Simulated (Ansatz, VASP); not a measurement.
Two plane-wave programs on Si

The input INCAR:

```
  PREC = Accurate
  ENCUT = 600
  EDIFF = 1E-7
  ISMEAR = 0
  SIGMA = 0.1
  LREAL = False
  LASPH = True
  NELM = 100
  ALGO = Normal
  ISIF = 3
  LWAVE = False
  LCHARG = False
  GGA = PE
  IBRION = 2
  NSW = 100
  EDIFFG = -0.01
```

The input KPOINTS:

```
Automatic mesh
0
Gamma
  18 18 20
```

Contents of POSCAR:

```
Si
1.0
    3.9176427793      0.0000000000      0.0000000000
   -1.9588213896      3.3927781698      0.0000000000
    0.0000000000      0.0000000000      2.8482371803
Si
2
Direct
    0.6666666667      0.3333333333      0.1118069238
    0.3333333333      0.6666666667      0.8881930762
```

Input for Ansatz:

```yaml
crystal:
  lattice:
    - [3.9176427793, 0.0, 0.0]
    - [-1.9588213896, 3.3927781698, 0.0]
    - [0.0, 0.0, 2.8482371803]
  atoms:
    - { symbol: Si, position: [0.6666666667, 0.3333333333, 0.1118069238] }
    - { symbol: Si, position: [0.3333333333, 0.6666666667, 0.8881930762] }
basis:
  ecutwfc: 420
kpoints:
  mp_grid: { grid: [18, 18, 20] }
hamiltonian:
  xc: pbe
scf:
  occupations: { method: gaussian, width: 0.1 }
output:
  forces: true
  stress: true
  eigenvalues: true
  write_density: true
  write_potential: true
  elf: true
  volumetric_format: npy
relax:
  adjacent_minimum: "off"
  f_tol: 0.01
  max_steps: 80
  cell: { stress_tol: 0.05 }
```

Alike in both runs: task relaxation of cell and atoms; functional PBE; k mesh 18 × 18 × 20; occupations gaussian, width 0.1 eV; no spin polarisation.

|  | VASP | Ansatz |
| --- | --- | --- |
| version | VASP 6.6.1 | Ansatz 0.2.0 |
| potentials or method | VASP PAW PBE potentials, release 64 (Si), cutoff 600 eV | scalar-relativistic, plane waves, PAW |
| valence electrons in the cell | 8 | 8 |

Ansatz gave:

```
gap on the k mesh at the Fermi level, each at its own relaxed structure (eV) : none
relaxed volume (Å³/atom)                                                     : 19.51
relaxed cell length with the largest relative difference (Å)                 : 4.122
```

**Question.** Estimate VASP's values.

**Answer.** gap on the k mesh at the Fermi level, each at its own relaxed structure (eV): none; relaxed volume (Å³/atom): 19.49; relaxed cell length with the largest relative difference (Å): 4.120.

A gap of «none» marks a metal or a gap that the smearing closes.
